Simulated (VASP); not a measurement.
Input of a VASP 6.6.1 run:

File INCAR:

```
SYSTEM = Ta
PREC = Accurate
ENCUT = 520
EDIFF = 1E-8
ISMEAR = -1
SIGMA = 0.08
LREAL = .FALSE.
LASPH = .TRUE.
NELM = 80
ALGO = Normal
ISIF = 2
LWAVE = .FALSE.
LCHARG = .FALSE.
GGA = PE
LEFG = .TRUE.
NBANDS = 12
```

The input KPOINTS:

```
regular mesh
0
G
  17 17 17
  0 0 0
```

The input POSCAR:

```
Ta
1.0
   -1.6270545305      1.6270545305      1.7008184000
    1.6270545305     -1.6270545305      1.7008184000
    1.6270545305      1.6270545305     -1.7008184000
Ta
1
Direct
    0.0000000000      0.0000000000      0.0000000000
```

Potentials or basis: VASP PAW PBE potentials, release 64 (Ta_pv).

Run with:

```sh
$ cat potpaw_PBE.64/Ta_pv/POTCAR > POTCAR
$ mpirun -np 1 vasp_std > vasp.out
```

Question: Estimate the band gap on the k mesh.

Answer: Zero (an odd number of electrons rules out a gap without spin polarisation).

Question: What does it give for the pressure?

Answer: 3.5 GPa.

Stress tensor (GPa, compression positive):
```
5.05 0.00 0.00
0.00 5.05 0.00
0.00 0.00 0.25
```

Caveat: the cell stands under pressure; without QUAD_EFG the Cq values of the log hold for a quadrupole moment of 1 mb, not for the nuclei; spin-orbit coupling is left out, which moves the levels of the heavy elements.
